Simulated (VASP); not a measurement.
Input of a VASP 6.6.1 run:

Contents of INCAR:

```
PREC = Accurate
ENCUT = 520
EDIFF = 1E-6
ISMEAR = -1
SIGMA = 0.05
LREAL = F
LASPH = T
NELM = 80
ALGO = Normal
ISIF = 2
LWAVE = F
LCHARG = T
GGA = PE
LELF = T
LVHAR = T
NBANDS = 33
```

Contents of KPOINTS:

```
Automatic mesh
0
Gamma
  8 8 8
```

File POSCAR:

```
TiO2
1.0
   -1.8921000000      1.8921000000      4.5670080000
    1.8921000000     -1.8921000000      4.5670080000
    1.8921000000      1.8921000000     -4.5670080000
Ti O
2 4
Direct
    0.7500000000      0.2500000000      0.5000000000
    0.0000000000      0.0000000000      0.0000000000
    0.7856492301      0.7856492301      0.0000000000
    0.5356492301      0.0356492301      0.5000000000
    0.9643507699      0.4643507699      0.5000000000
    0.2143507699      0.2143507699      0.0000000000
```

Potentials or basis: VASP PAW PBE potentials, release 64 (Ti_sv, O).

Run with:

```sh
$ cat potpaw_PBE.64/Ti_sv/POTCAR potpaw_PBE.64/O/POTCAR > POTCAR
$ mpirun -np 1 vasp_std > vasp.out
```

(1) What does it give for the band gap on the k mesh?

(2) What does it give for the pressure?

(3) Estimate the largest force.

Answers

(1) 1.97 eV (least direct gap 2.44 eV).

(2) 12.6 GPa.

(3) 0.029 eV/Å.

Caveat: the cell stands under pressure.
